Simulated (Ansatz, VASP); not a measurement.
# One calculation of Cu, two programs

```xyz
2
Lattice="0.0000 2.5065 2.5065 2.5065 0.0000 2.5065 2.5065 2.5065 0.0000" Properties=species:S:1:pos:R:3 pbc="T T T"
Cu    0.6266    0.6266    0.6266
Cu    4.3863    4.3863    4.3863
```

Alike in both runs: task single point; functional PBEsol; k mesh 17 × 17 × 17; occupations fermi-dirac, width 0.1 eV; no spin polarisation.

```csv
,VASP,Ansatz
version,VASP 6.6.1,Ansatz 0.2.0
potentials or method,"VASP PAW PBE potentials, release 64 (Cu), cutoff 520 eV","plane waves (420 eV) with PAW, scalar-relativistic"
valence electrons in the cell,22,38
```

VASP gave:

```
pressure (GPa) : 12.1
```

Q: Which values does Ansatz return?

A: Pressure (GPa): 11.9.

VASP's potentials were made for PBE, not for PBEsol, and Ansatz warns of the same on its side. With one functional, cell and mesh, what is left measures potentials, basis and numerics. VASP's potentials hold 22 valence electrons a cell and Ansatz's 38, so a difference there can come from the potentials and not from the codes.
